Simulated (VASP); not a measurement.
# BN (Qingsongite) (F-43m) in VASP: further runs, part 2 of 2

VASP 6.6.1. Earlier steps stand in the parts before.

**3. Single point, r2SCAN**

This run uses another cell than the first one, of 6.20 Å³/atom, 1.024 times its volume.

Contents of POSCAR:

```
BN
1.0
    0.0000000000      1.8371364149      1.8371364149
    1.8371364149      0.0000000000      1.8371364149
    1.8371364149      1.8371364149      0.0000000000
B N
1 1
Direct
    0.0000000000      0.0000000000      0.0000000000
    0.2500000000      0.2500000000      0.2500000000
```

Contents of INCAR.step1:

```
ALGO = Normal
EDIFF = 1E-4
ENCUT = 520
GGA = PE
ISMEAR = 0
LASPH = T
LCHARG = F
LREAL = F
LWAVE = T
NBANDS = 11
NELM = 100
PREC = Accurate
SIGMA = 0.01
```

Contents of INCAR.step2:

```
ALGO = Normal
EDIFF = 1E-7
ENCUT = 520
ISIF = 2
ISMEAR = 0
ISTART = 1
LASPH = T
LCHARG = T
LELF = T
LMIXTAU = T
LREAL = F
LVHAR = T
LWAVE = F
METAGGA = R2SCAN
NBANDS = 11
NELM = 100
PREC = Accurate
SIGMA = 0.01
```

Contents of KPOINTS:

```
k-points
0
Gamma
  10 10 10
```

Potentials or basis: VASP PAW PBE potentials, release 64 (B, N).

Run with:

```console
cat potpaw_PBE.64/B/POTCAR potpaw_PBE.64/N/POTCAR > POTCAR
cp INCAR.step1 INCAR
mpirun -np 1 vasp_std > vasp.out
cp INCAR.step2 INCAR
mpirun -np 1 vasp_std > vasp.out
```

OUTCAR:

```text
EDIFF = 1E-7
   ENCUT = 520
   ISIF = 2
   ISMEAR = 0
   ISTART = 1
   LASPH = T
   LREAL = F
   METAGGA = R2SCAN
   NELM = 100
   PREC = Accurate

 ion  position               nearest neighbor table
   1  0.000  0.000  0.000-   2 1.59   2 1.59   2 1.59   2 1.59
   2  0.250  0.250  0.250-   1 1.59   1 1.59   1 1.59   1 1.59

  LATTYP: Found a face centered cubic cell.
 ALAT       =     3.6742728298

  Lattice vectors:

 A1 = (   0.0000000000,   1.8371364149,   1.8371364149)
 A2 = (   1.8371364149,   0.0000000000,   1.8371364149)
 A3 = (   1.8371364149,   1.8371364149,   0.0000000000)

Analysis of symmetry for initial positions (statically):
=====================================================================
 Subroutine PRICEL returns:
 Original cell was already a primitive cell.

 Routine SETGRP: Setting up the symmetry group for a
 face centered cubic supercell.

 Subroutine GETGRP returns: Found 24 space group operations
 (whereof 24 operations were pure point group operations)
 out of a pool of 48 trial point group operations.

The static configuration has the point symmetry T_d .

Analysis of symmetry for dynamics (positions and initial velocities):
=====================================================================
 Subroutine PRICEL returns:
 Original cell was already a primitive cell.

 Routine SETGRP: Setting up the symmetry group for a
 face centered cubic supercell.

 Subroutine GETGRP returns: Found 24 space group operations
 (whereof 24 operations were pure point group operations)
 out of a pool of 48 trial point group operations.

The dynamic configuration has the point symmetry T_d .

 Subroutine INISYM returns: Found 24 space group operations
 (whereof 24 operations are pure point group operations),
 and found     1 'primitive' translations

----------------------------------------------------------------------------------------

                                     Primitive cell

  volume of cell :      12.4009

[... 110 lines left out ...]
  Fermi-wavevector in a.u.,A,eV,Ry     =   1.414556  2.673123 27.224825  2.000968
  Thomas-Fermi vector in A             =   2.536086
   LORBIT       =      0    0 simple, 1 ext, 2 COOP (PROOUT), +10 PAW based schemes
   METAGGA = R2SCAN    functional components
   LHFCALC =     F    Hartree Fock is set to
   AEXX    =    0.0000 exact exchange contribution
   IVDW    =     0    specifies the selected vdW correction
   LEPSILON=     F    determine dielectric tensor
   LRPA    =     F    only Hartree local field effects (RPA)
 non-spin polarized calculation
 Gauss-broadening in eV      SIGMA  =   0.01
  energy-cutoff  :      520.00
  volume of cell :       12.40
 maximum number of plane-waves:       343
   NGX =  9   NGY =  9   NGZ =  9

 number of electron       8.0000001 magnetization

 Free energy of the ion-electron system (eV)
  ---------------------------------------------------
  ext. energy  EPLUGINS =         0.00000000
  ---------------------------------------------------
  free energy    TOTEN  =       -19.13774762 eV

  energy without entropy =      -19.13774762  energy(sigma->0) =      -19.13774762

 E-fermi :   6.7964     XC(G=0): -13.3895

 val. band max:        6.6543078311   @ k =   0.0000   0.0000   0.0000
 cond. band min:      11.5680556229   @ k =   0.5000   0.5000   0.0000
 fundamental gap:      4.9137477918
 Fermi energy:         6.7964263242

 k-point     1 :       0.0000    0.0000    0.0000
  band No.  band energies     occupation
      1     -14.0817      2.00000
      2       6.6543      2.00000
      3       6.6543      2.00000
      4       6.6543      2.00000
      5      15.9412      0.00000
      6      15.9412      0.00000
      7      15.9412      0.00000
      8      16.8891      0.00000
      9      31.8360      0.00000
     10      34.8023      0.00000
     11      34.8023      0.00000
[... 309 lines left out ...]
 k-point    24 :       0.4000    0.3000    0.0000
  band No.  band energies     occupation
      1     -10.3740      2.00000
      2      -0.2727      2.00000
      3       2.1849      2.00000
      4       2.6286      2.00000
      5      13.1844      0.00000
      6      17.6088      0.00000
      7      22.5937      0.00000
      8      22.7552      0.00000
      9      26.8910      0.00000
     10      34.2822      0.00000
     11      39.0181      0.00000

 [... further k-points ...]
[... 5 lines left out ...]
  --------------------------------------------------------------------------------------
  -------------------------------------------------------------------------------------
  Total       -1.3919144     -1.3919144     -1.3919144      0.0000000      0.0000000     -0.0000000
  in kB     -179.8327927   -179.8327927   -179.8327927      0.0000000      0.0000000     -0.0000000
  external PRESSURE =    -179.8327927 kB  Pullay stress =       0.0000000 kB

 VOLUME and BASIS-vectors are now :
 -----------------------------------------------------------------------------
  energy-cutoff  :      520.00
  volume of cell :       12.40
      direct lattice vectors                 reciprocal lattice vectors
     0.000000000  1.837136415  1.837136415    -0.272162696  0.272162696  0.272162696
     1.837136415  0.000000000  1.837136415     0.272162696 -0.272162696  0.272162696
     1.837136415  1.837136415  0.000000000     0.272162696  0.272162696 -0.272162696

 POSITION                                       TOTAL-FORCE (eV/Angst)
 -----------------------------------------------------------------------------------
      0.00000      0.00000      0.00000         0.000000     -0.000000     -0.000000
      0.91857      0.91857      0.91857        -0.000000      0.000000      0.000000
 -----------------------------------------------------------------------------------
    total drift:                                0.000000      0.000000      0.000000

  FREE ENERGIE OF THE ION-ELECTRON SYSTEM (eV)
  ---------------------------------------------------
  free  energy   TOTEN  =       -19.1377476201 eV

  energy  without entropy=      -19.1377476201  energy(sigma->0) =      -19.13774762
```

Run time: 27 s. Hardware: 1 thread of Intel Xeon Platinum 8488C (Sapphire Rapids), shared host; peak memory 0.12 GiB.

Results:

```yaml
Free_energy: -19.1377 eV
Pressure: -18.0 GPa
Band_gap_on_the_k_mesh: 4.91 eV, indirect (least direct gap 9.29 eV)
```

Caveat: the PAW data sets were made with another functional, which shifts forces and pressure a little.

**4. Single point, r2SCAN**

This run uses another cell than the first one, of 6.35 Å³/atom, 1.049 times its volume.

Contents of POSCAR:

```
BN
1.0
    0.0000000000      1.8516026516      1.8516026516
    1.8516026516      0.0000000000      1.8516026516
    1.8516026516      1.8516026516      0.0000000000
B N
1 1
Direct
    0.0000000000      0.0000000000      0.0000000000
    0.2500000000      0.2500000000      0.2500000000
```

Contents of INCAR.step1:

```
PREC = Accurate
ENCUT = 520
ISMEAR = 0
SIGMA = 0.01
LREAL = F
LASPH = T
NELM = 80
NBANDS = 11
GGA = PE
ALGO = Normal
EDIFF = 1E-4
LWAVE = T
LCHARG = F
```

Contents of INCAR.step2:

```
PREC = Accurate
ENCUT = 520
EDIFF = 1E-7
ISMEAR = 0
SIGMA = 0.01
LREAL = F
LASPH = T
NELM = 80
ALGO = Normal
ISIF = 2
LWAVE = F
LCHARG = T
METAGGA = R2SCAN
LMIXTAU = T
LELF = T
LVHAR = T
NBANDS = 11
ISTART = 1
```

Contents of KPOINTS:

```
Automatic mesh
0
Gamma
  10 10 10
```

Run with:

```console
cat potpaw_PBE.64/B/POTCAR potpaw_PBE.64/N/POTCAR > POTCAR
cp INCAR.step1 INCAR
mpirun -np 1 vasp_std > vasp.out
cp INCAR.step2 INCAR
mpirun -np 1 vasp_std > vasp.out
```

Run time: 29 s. Hardware: 1 thread of Intel Xeon Platinum 8488C (Sapphire Rapids), shared host; peak memory 0.12 GiB.

The run converged. Its results:

- Free energy: -19.0985 eV
- Pressure: -25.3 GPa
- Band gap on the k mesh: 4.88 eV, indirect (least direct gap 9.17 eV)

Levels at points of the mesh, in eV from the valence-band top:
```
           k point  band 2  band 3  band 4  band 5  band 6  band 7
(0.00, 0.00, 0.00)    0.00    0.00    0.00    9.17    9.17    9.17
(0.50, 0.00, 0.00)  -10.43   -1.88   -1.88    9.82   11.06   11.06
(0.50, 0.50, 0.00)   -8.85   -4.74   -4.74    4.88    9.38   18.12
```

Caveat: the PAW data sets were made with another functional, which shifts forces and pressure a little. r2SCAN opens gaps a little over a GGA but as a rule still falls short of measured ones.

**5. Single point, r2SCAN**

This run uses another cell than the first one, of 6.50 Å³/atom, 1.073 times its volume.

Contents of POSCAR:

```
BN
1.0
    0.0000000000      1.8658463087      1.8658463087
    1.8658463087      0.0000000000      1.8658463087
    1.8658463087      1.8658463087      0.0000000000
B N
1 1
Direct
    0.0000000000      0.0000000000      0.0000000000
    0.2500000000      0.2500000000      0.2500000000
```

Contents of INCAR.step1:

```
  PREC = Accurate
  ENCUT = 520
  ISMEAR = 0
  SIGMA = 0.01
  LREAL = F
  LASPH = T
  NELM = 60
  NBANDS = 11
  GGA = PE
  ALGO = Normal
  EDIFF = 1E-4
  LWAVE = T
  LCHARG = F
```

Contents of INCAR.step2:

```
  PREC = Accurate
  ENCUT = 520
  EDIFF = 1E-7
  ISMEAR = 0
  SIGMA = 0.01
  LREAL = F
  LASPH = T
  NELM = 60
  ALGO = Normal
  ISIF = 2
  LWAVE = F
  LCHARG = T
  METAGGA = R2SCAN
  LMIXTAU = T
  LELF = T
  LVHAR = T
  NBANDS = 11
  ISTART = 1
```

KPOINTS is that of step 4.

Run with:

```console
cat potpaw_PBE.64/B/POTCAR potpaw_PBE.64/N/POTCAR > POTCAR
cp INCAR.step1 INCAR
mpirun -np 1 vasp_std > vasp.out
cp INCAR.step2 INCAR
mpirun -np 1 vasp_std > vasp.out
```

Wall time 30 s (1 thread of Intel Xeon Platinum 8488C (Sapphire Rapids), shared host); peak memory 0.12 GiB.

Results (log left out):

```yaml
Free_energy: -19.0465 eV
Pressure: -31.8 GPa
Band_gap_on_the_k_mesh: 4.85 eV, indirect (least direct gap 9.06 eV)
```

Levels at points of the mesh, in eV from the valence-band top:
| k point | band 1 | band 2 | band 3 | band 4 | band 5 | band 6 | band 7 | band 8 | band 9 |
| --- | --- | --- | --- | --- | --- | --- | --- | --- | --- |
| (0.00, 0.00, 0.00) | -20.23 | 0.00 | 0.00 | 0.00 | 9.06 | 9.06 | 9.06 | 9.47 | 24.30 |
| (0.50, 0.00, 0.00) | -16.38 | -10.22 | -1.84 | -1.84 | 9.53 | 10.93 | 10.93 | 15.37 | 23.49 |
| (0.50, 0.50, 0.00) | -15.09 | -8.71 | -4.63 | -4.63 | 4.85 | 9.24 | 17.78 | 17.78 | 20.56 |

Caveat: the PAW data sets were made with another functional, which shifts forces and pressure a little.

**6. Overview**

| cell | gap on the mesh (eV) | pressure (GPa) |
| --- | --- | --- |
| a = 2.577 Å, angles 60.0°, 2 atoms | 4.95 | -9.8 |
| a = 2.598 Å, angles 60.0°, 2 atoms | 4.91 | -18.0 |
| a = 2.619 Å, angles 60.0°, 2 atoms | 4.88 | -25.3 |
| a = 2.639 Å, angles 60.0°, 2 atoms | 4.85 | -31.8 |

Alike in all rows: task single point; level r2SCAN; potentials or basis VASP PAW PBE potentials, release 64 (B, N); no spin polarisation; k mesh 10 × 10 × 10; cutoff (eV) 520; smearing gaussian 0.01 eV.

Caveats: the PAW data sets were made with another functional, which shifts forces and pressure a little.

Absolute energies hang on the potentials; compare differences alone.
